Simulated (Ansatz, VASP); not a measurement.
## Sb in VASP and in Ansatz

INCAR

```
SYSTEM = Sb
ALGO = Normal
EDIFF = 1E-7
ENCUT = 520
GGA = PS
ISIF = 2
ISMEAR = 0
LASPH = .TRUE.
LCHARG = .TRUE.
LELF = .TRUE.
LREAL = .FALSE.
LVHAR = .TRUE.
LWAVE = .FALSE.
NBANDS = 12
NELM = 100
PREC = Accurate
SIGMA = 0.15
```

The input KPOINTS:

```
k-points
0
G
  12 12 12
  0 0 0
```

File POSCAR:

```
Sb
1.0
    2.1506003320      1.2416496806      3.7440000000
   -2.1506003320      1.2416496806      3.7440000000
    0.0000000000     -2.4832993611      3.7440000000
Sb
2
Direct
    0.3114337482      0.2127952280      0.1766910238
    0.7663600000      0.7663600000      0.7663600000
```

Input for Ansatz:

```yaml
crystal:
  lattice:
    - [2.150600332, 1.2416496806, 3.744]
    - [-2.150600332, 1.2416496806, 3.744]
    - [0.0, -2.4832993611, 3.744]
  atoms:
    - { symbol: Sb, position: [0.3114337482, 0.212795228, 0.1766910238] }
    - { symbol: Sb, position: [0.76636, 0.76636, 0.76636] }
basis:
  ecutwfc: 420
kpoints:
  mp_grid: { grid: [12, 12, 12] }
hamiltonian:
  xc: pbesol
scf:
  occupations: { method: gaussian, width: 0.15 }
output:
  forces: true
  stress: true
  eigenvalues: true
```

Alike in both runs: task single point; functional PBEsol; k mesh 12 × 12 × 12; occupations gaussian, width 0.15 eV; no spin polarisation.

|  | VASP | Ansatz |
| --- | --- | --- |
| version | VASP 6.6.1 | Ansatz 0.2.0 |
| potentials or method | VASP PAW PBE potentials, release 64 (Sb), cutoff 520 eV | scalar-relativistic, plane waves, PAW |
| valence electrons in the cell | 10 | 30 |

```tsv
	VASP	Ansatz	Ansatz less VASP
gap on the k mesh at the Fermi level (eV)	none	none	-
pressure (GPa)	2.5	2.2	-0.29
traceless stress, the component that is largest in VASP (GPa)	-4.14	-3.96	+0.175
rms of the force components (eV/Å)	0.898	0.845	-0.0530
```

VASP's potentials were made for PBE, not for PBEsol. Atom by atom the forces differ by 0.055 eV/Å (rms over components). A gap of «none» marks a metal or a gap that the smearing closes. The functional is the same, so the differences come from potentials, cutoffs and numerics. VASP's potentials hold 10 valence electrons a cell and Ansatz's 30, so a difference there can come from the potentials and not from the codes.

Neither program's run includes spin-orbit coupling.
